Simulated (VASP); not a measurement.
# NaH (I4mm) in VASP: a series of runs, part 3 of 3

VASP 6.6.1.

## Step 5: Single point, LDA (shortest bond scaled by 0.76)

Input file INCAR:

```
SYSTEM = NaH
ALGO = Normal
EDIFF = 1E-6
ENCUT = 520
GGA = CA
ISIF = 2
ISMEAR = -1
LASPH = .True.
LCHARG = .True.
LELF = .True.
LREAL = .False.
LVHAR = .True.
LWAVE = .False.
NBANDS = 11
NELM = 80
PREC = Accurate
SIGMA = 0.03
```

Input file KPOINTS:

```
k-points
0
Gamma
  8 8 8
  0 0 0
```

Input file POSCAR:

```
NaH
1.0
    0.0000000000      2.3864216652      2.3864216652
    2.3864216652      0.0000000000      2.3864216652
    2.3864216652      2.3864216652      0.0000000000
Na H
1 1
Direct
   -0.0600000000     -0.0600000000      0.0600000000
    0.5600000000      0.5600000000      0.4400000000
```

Potentials or basis: VASP PAW LDA potentials, release 64 (Na_pv, H).

Run with:

```console
$ cat potpaw_LDA.64/Na_pv/POTCAR potpaw_LDA.64/H/POTCAR > POTCAR
$ mpirun -np 1 vasp_std > vasp.out
```

OUTCAR:

```text
SYSTEM = NaH
   EDIFF = 1E-6
   ENCUT = 520
   GGA = CA
   ISIF = 2
   ISMEAR = -1
   LASPH = .True.
   LREAL = .False.
   NELM = 80
   PREC = Accurate

 ion  position               nearest neighbor table
   1  0.940  0.940  0.060-   2 1.81
   2  0.560  0.560  0.440-   1 1.81

  LATTYP: Found a face centered cubic cell.
 ALAT       =     4.7728433304

  Lattice vectors:

 A1 = (   0.0000000000,   2.3864216652,   2.3864216652)
 A2 = (   2.3864216652,   0.0000000000,   2.3864216652)
 A3 = (   2.3864216652,   2.3864216652,   0.0000000000)

Analysis of symmetry for initial positions (statically):
=====================================================================
 Subroutine PRICEL returns:
 Original cell was already a primitive cell.

 Routine SETGRP: Setting up the symmetry group for a
 face centered cubic supercell.

 Subroutine GETGRP returns: Found  8 space group operations
 (whereof  8 operations were pure point group operations)
 out of a pool of 48 trial point group operations.

The static configuration has the point symmetry C_4v.

Analysis of symmetry for dynamics (positions and initial velocities):
=====================================================================
 Subroutine PRICEL returns:
 Original cell was already a primitive cell.

 Routine SETGRP: Setting up the symmetry group for a
 face centered cubic supercell.

 Subroutine GETGRP returns: Found  8 space group operations
 (whereof  8 operations were pure point group operations)
 out of a pool of 48 trial point group operations.

The dynamic configuration has the point symmetry C_4v.

 Subroutine INISYM returns: Found  8 space group operations
 (whereof  8 operations are pure point group operations),
 and found     1 'primitive' translations

----------------------------------------------------------------------------------------

                                     Primitive cell

  volume of cell :      27.1814

  direct lattice vectors                    reciprocal lattice vectors
     0.000000000  2.386421665  2.386421665    -0.209518715  0.209518715  0.209518715
     2.386421665  0.000000000  2.386421665     0.209518715 -0.209518715  0.209518715
     2.386421665  2.386421665  0.000000000     0.209518715  0.209518715 -0.209518715

  length of vectors
     3.374909884  3.374909884  3.374909884     0.362897059  0.362897059  0.362897059

  position of ions in fractional coordinates (direct lattice)
     0.940000000  0.940000000  0.060000000
     0.560000000  0.560000000  0.440000000

  ion indices of the primitive-cell ions
   primitive index   ion index
                 1           1
                 2           2

----------------------------------------------------------------------------------------

 KPOINTS: k-points

Automatic generation of k-mesh.
 Grid dimensions read from file:
 generate k-points for:    8    8    8

 Generating k-lattice:

  Cartesian coordinates                     Fractional coordinates (reciprocal lattice)
    -0.026189839  0.026189839  0.026189839     0.125000000  0.000000000  0.000000000
     0.026189839 -0.026189839  0.026189839     0.000000000  0.125000000  0.000000000
     0.026189839  0.026189839 -0.026189839     0.000000000  0.000000000  0.125000000

  Length of vectors
     0.045362132  0.045362132  0.045362132

  Shift w.r.t. Gamma in fractional coordinates (k-lattice)
     0.000000000  0.000000000  0.000000000

 Subroutine IBZKPT returns following result:
 ===========================================

 Found     59 irreducible k-points:

 Following reciprocal coordinates:
            Coordinates               Weight
  0.000000  0.000000  0.000000      1.000000
  0.125000  0.000000  0.000000      8.000000
  0.250000  0.000000  0.000000      8.000000
  0.375000  0.000000  0.000000      8.000000
  0.500000  0.000000  0.000000      4.000000
  0.125000  0.125000  0.000000      2.000000
[... 16 lines left out ...]
  0.000000  0.375000  0.250000     16.000000
  0.500000  0.250000  0.000000      8.000000
 [... further k-points ...]
   k-points           NKPTS =     59   k-points in BZ     NKDIM =     59   number of bands    NBANDS=     11
   number of dos      NEDOS =    301   number of ions     NIONS =      2
   total plane-waves  NPLWV =  21952
   dimension x,y,z NGX =    28 NGY =   28 NGZ =   28
   dimension x,y,z NGXF=    56 NGYF=   56 NGZF=   56
   ions per type =               1   1
   NGX,Y,Z   is equivalent  to a cutoff of  13.79, 13.79, 13.79 a.u.
   NGXF,Y,Z  is equivalent  to a cutoff of  27.59, 27.59, 27.59 a.u.
 SYSTEM =  NaH
   PREC   = accura    normal or accurate (medium, high low for compatibility)
   ISTART =      0    job   : 0-new  1-cont  2-samecut
   ICHARG =      2    charge: 1-file 2-atom 10-const
   ISPIN  =      1    spin polarized calculation?
   LNONCOLLINEAR =      F non collinear calculations
   LSORBIT =      F    spin-orbit coupling
   LASPH  =      T    aspherical Exc in radial PAW
   ENCUT  =  520.0 eV  38.22 Ry    6.18 a.u.   6.28  6.28  6.28*2*pi/ulx,y,z
   NELM   =     80;   NELMIN=  2; NELMDL= -5     # of ELM steps
   EDIFF  = 0.1E-05   stopping-criterion for ELM
   LREAL  =      F    real-space projection
   EDIFFG = 0.1E-04   stopping-criterion for IOM
   NSW    =      0    number of steps for IOM
   IBRION =     -1    ionic relax: 0-MD 1-quasi-New 2-CG
   NFREE  =      0    steps in history (QN), initial steepest desc. (CG)
   ISIF   =      2    stress and relaxation
   ISYM   =      2    0-nonsym 1-usesym 2-fastsym
   POTIM  = 0.5000    time-step for ionic-motion
   TEBEG  =    0.0;   TEEND  =   0.0 temperature during run
   PSTRESS=    0.0 pullay stress
   NELECT =       8.0000    total number of electrons
   NUPDOWN=      -1.0000    fix difference up-down
   EMIN   =  10.00;   EMAX   =-10.00  energy-range for DOS
   EFERMI =   0.00;   METHOD = LEGACY
   ISMEAR =    -1;   SIGMA  =   0.03  broadening in eV -4-tet -1-fermi 0-gaus
   EFERMI_NEDOS =   21; number of points for ismear=-14 and -15
   IALGO  =     38    algorithm
   IMIX   =      4    mixing-type and parameters
     AMIX     =   0.40;   BMIX     =  1.00
     AMIX_MAG =   1.60;   BMIX_MAG =  1.00
  volume/ion in A,a.u.               =      13.59        91.71
  Fermi-wavevector in a.u.,A,eV,Ry     =   1.088966  2.057847 16.134427  1.185847
  Thomas-Fermi vector in A             =   2.225159
   LORBIT       =      0    0 simple, 1 ext, 2 COOP (PROOUT), +10 PAW based schemes
   GGA     = CA    functional components
   LHFCALC =     F    Hartree Fock is set to
   AEXX    =    0.0000 exact exchange contribution
   IVDW    =     0    specifies the selected vdW correction
   LEPSILON=     F    determine dielectric tensor
   LRPA    =     F    only Hartree local field effects (RPA)
 non-spin polarized calculation
  energy-cutoff  :      520.00
  volume of cell :       27.18
 maximum number of plane-waves:       754
 NGX is ok and might be reduce to    28
   NGX = 13   NGY = 13   NGZ = 13

 number of electron       8.0000000 magnetization

 Free energy of the ion-electron system (eV)
  ---------------------------------------------------
  ext. energy  EPLUGINS =         0.00000000
  ---------------------------------------------------
  free energy    TOTEN  =        -5.14304069 eV

  energy without entropy =       -5.14304069  energy(sigma->0) =       -5.14304069

 E-fermi :  -0.4055     XC(G=0):  -8.3149

 val. band max:       -1.0258863935   @ k =   0.2500  -0.2500   0.5000
 cond. band min:       2.3345384598   @ k =   0.5000   0.0000   0.0000
 fundamental gap:      3.3604248533
 Fermi energy:        -0.4055294116

 k-point     1 :       0.0000    0.0000    0.0000
  band No.  band energies     occupation
      1     -23.1586      2.00000
      2     -23.1506      2.00000
      3     -23.1506      2.00000
      4      -4.9463      2.00000
      5       8.9282      0.00000
      6      13.7625      0.00000
      7      13.7625      0.00000
      8      14.5123      0.00000
      9      16.1661      0.00000
     10      16.2384      0.00000
     11      16.2384      0.00000
[... 309 lines left out ...]
 k-point    24 :       0.5000    0.2500    0.0000
  band No.  band energies     occupation
      1     -23.2516      2.00000
      2     -23.1946      2.00000
      3     -23.1768      2.00000
      4      -1.7856      2.00000
      5       3.7614      0.00000
      6       6.6249      0.00000
      7      10.3983      0.00000
      8      11.0562      0.00000
      9      15.7932      0.00000
     10      19.2056      0.00000
     11      19.2581      0.00000

 [... further k-points ...]

------------------------ aborting loop because EDIFF is reached ----------------------------------------

  FORCE on cell =-STRESS in cart. coord.  units (eV):
  Direction    XX          YY          ZZ          XY          YZ          ZX
  --------------------------------------------------------------------------------------
  -------------------------------------------------------------------------------------
  Total       -0.3608582     -0.3608582      1.9269219      0.0000000      0.0000000      0.0000000
  in kB      -21.2704003    -21.2704003    113.5803360      0.0000000      0.0000000      0.0000000
  external PRESSURE =      23.6798451 kB  Pullay stress =       0.0000000 kB

 VOLUME and BASIS-vectors are now :
 -----------------------------------------------------------------------------
  energy-cutoff  :      520.00
  volume of cell :       27.18
      direct lattice vectors                 reciprocal lattice vectors
     0.000000000  2.386421665  2.386421665    -0.209518715  0.209518715  0.209518715
     2.386421665  0.000000000  2.386421665     0.209518715 -0.209518715  0.209518715
     2.386421665  2.386421665  0.000000000     0.209518715  0.209518715 -0.209518715

 POSITION                                       TOTAL-FORCE (eV/Angst)
 -----------------------------------------------------------------------------------
      2.38642      2.38642      4.48647         0.000000      0.000000      1.317081
      2.38642      2.38642      2.67279         0.000000      0.000000     -1.317081
 -----------------------------------------------------------------------------------
    total drift:                               -0.000000     -0.000000      0.000313

  FREE ENERGIE OF THE ION-ELECTRON SYSTEM (eV)
  ---------------------------------------------------
  free  energy   TOTEN  =        -5.1430406912 eV

  energy  without entropy=       -5.1430406912  energy(sigma->0) =       -5.14304069
```

Run time: 36 s. Hardware: 1 thread of AMD EPYC 7R13, shared host; peak memory 0.11 GiB.

Results:

* Free energy: -5.1430 eV
* Pressure: 2.4 GPa
* Largest force: 1.317 eV/Å
* Band gap on the k mesh: 3.36 eV, indirect (least direct gap 4.34 eV)

Forces on the atoms (eV/Å):
```
Na   0.000  0.000  1.317
H    0.000  0.000 -1.317
```

Caveat: the cell differs from its parent crystal (shortest bond scaled by 0.76); forces of over 1 eV/Å act on the atoms, so gaps and moduli don't describe the material at rest. A k mesh can miss the band edges.

## Step 6: Single point, LDA (shortest bond scaled by 0.76)

Input file INCAR:

```
SYSTEM = NaH
PREC     = Accurate       ! precision mode
ENCUT    = 520            ! plane-wave cutoff, eV
EDIFF    = 1E-6           ! SCF threshold, eV
ISMEAR   = -1             ! smearing method
SIGMA    = 0.03           ! smearing width, eV
LREAL    = .FALSE.        ! projectors in reciprocal space
LASPH    = .TRUE.         ! aspherical terms in the spheres
NELM     = 60             ! most SCF steps
ALGO     = Normal         ! electronic algorithm
ISIF     = 2              ! what is computed and relaxed
LWAVE    = .FALSE.        ! write WAVECAR
LCHARG   = .TRUE.         ! write CHGCAR
LELF     = .TRUE.         ! ELF
LVHAR    = .TRUE.       
NBANDS   = 11             ! bands
```

Input file KPOINTS:

```
Automatic mesh
0
G
  8 8 8
  0 0 0
```

POSCAR is that of step 5.

Potentials or basis: VASP PAW LDA potentials, release 64 (Na_pv, H).

Run with:

```console
$ cat potpaw_LDA.64/Na_pv/POTCAR potpaw_LDA.64/H/POTCAR > POTCAR
$ mpirun -np 1 vasp_std > vasp.out
```

OUTCAR:

```text
SYSTEM = NaH
   PREC = Accurate
   ENCUT = 520
   EDIFF = 1E-6
   ISMEAR = -1
   LREAL = .FALSE.
   LASPH = .TRUE.
   NELM = 60
   ISIF = 2

 ion  position               nearest neighbor table
   1  0.940  0.940  0.060-   2 1.81
   2  0.560  0.560  0.440-   1 1.81

  LATTYP: Found a face centered cubic cell.
 ALAT       =     4.7728433304

  Lattice vectors:

 A1 = (   0.0000000000,   2.3864216652,   2.3864216652)
 A2 = (   2.3864216652,   0.0000000000,   2.3864216652)
 A3 = (   2.3864216652,   2.3864216652,   0.0000000000)

Analysis of symmetry for initial positions (statically):
=====================================================================
 Subroutine PRICEL returns:
 Original cell was already a primitive cell.

 Routine SETGRP: Setting up the symmetry group for a
 face centered cubic supercell.

 Subroutine GETGRP returns: Found  8 space group operations
 (whereof  8 operations were pure point group operations)
 out of a pool of 48 trial point group operations.

The static configuration has the point symmetry C_4v.

Analysis of symmetry for dynamics (positions and initial velocities):
=====================================================================
[... 172 lines left out ...]
      6      13.7625      0.00000
      7      13.7625      0.00000
      8      14.5123      0.00000
      9      16.1661      0.00000
     10      16.2384      0.00000
     11      16.2384      0.00000
[... 309 lines left out ...]
 k-point    24 :       0.5000    0.2500    0.0000
  band No.  band energies     occupation
      1     -23.2516      2.00000
      2     -23.1946      2.00000
      3     -23.1768      2.00000
      4      -1.7856      2.00000
      5       3.7614      0.00000
      6       6.6249      0.00000
      7      10.3983      0.00000
      8      11.0562      0.00000
      9      15.7932      0.00000
     10      19.2056      0.00000
     11      19.2581      0.00000

 [... further k-points ...]

------------------------ aborting loop because EDIFF is reached ----------------------------------------

  FORCE on cell =-STRESS in cart. coord.  units (eV):
  Direction    XX          YY          ZZ          XY          YZ          ZX
  --------------------------------------------------------------------------------------
  -------------------------------------------------------------------------------------
  Total       -0.3608582     -0.3608582      1.9269219      0.0000000      0.0000000      0.0000000
  in kB      -21.2704003    -21.2704003    113.5803360      0.0000000      0.0000000      0.0000000
  external PRESSURE =      23.6798451 kB  Pullay stress =       0.0000000 kB

 VOLUME and BASIS-vectors are now :
 -----------------------------------------------------------------------------
  energy-cutoff  :      520.00
  volume of cell :       27.18
      direct lattice vectors                 reciprocal lattice vectors
     0.000000000  2.386421665  2.386421665    -0.209518715  0.209518715  0.209518715
     2.386421665  0.000000000  2.386421665     0.209518715 -0.209518715  0.209518715
     2.386421665  2.386421665  0.000000000     0.209518715  0.209518715 -0.209518715

 POSITION                                       TOTAL-FORCE (eV/Angst)
 -----------------------------------------------------------------------------------
      2.38642      2.38642      4.48647         0.000000      0.000000      1.317081
      2.38642      2.38642      2.67279         0.000000      0.000000     -1.317081
 -----------------------------------------------------------------------------------
    total drift:                               -0.000000     -0.000000      0.000313

  FREE ENERGIE OF THE ION-ELECTRON SYSTEM (eV)
  ---------------------------------------------------
  free  energy   TOTEN  =        -5.1430406912 eV

  energy  without entropy=       -5.1430406912  energy(sigma->0) =       -5.14304069
```

It took 36 s on 1 thread of AMD EPYC 7R13, shared host; peak memory 0.11 GiB.

What came out:

| Property | Result |
| --- | --- |
| Free energy | -5.1430 eV |
| Pressure | 2.4 GPa |
| Largest force | 1.317 eV/Å |
| Band gap on the k mesh | 3.36 eV, indirect (least direct gap 4.34 eV) |

Forces on the atoms (eV/Å):
```
Na   0.000  0.000  1.317
H    0.000  0.000 -1.317
```

Stress tensor (GPa, compression positive):
```
-2.13  0.00  0.00
 0.00 -2.13  0.00
 0.00  0.00 11.36
```

Levels at points of the mesh, in eV from the valence-band top:
```tsv
k point	band 1	band 2	band 3	band 4	band 5	band 6	band 7	band 8
(0.00, 0.00, 0.00)	-22.13	-22.12	-22.12	-3.92	9.95	14.79	14.79	15.54
(0.50, 0.00, 0.00)	-22.24	-22.14	-22.14	-0.98	3.36	10.42	13.32	14.10
(0.50, 0.50, 0.00)	-22.24	-22.16	-22.16	-0.30	4.60	9.74	10.51	10.51
(0.00, 0.50, 0.50)	-22.22	-22.17	-22.16	-0.21	4.32	9.31	9.44	10.97
```

Caveat: the cell differs from its parent crystal (shortest bond scaled by 0.76); forces of over 1 eV/Å act on the atoms, so gaps and moduli don't describe the material at rest. A k mesh can miss the band edges.
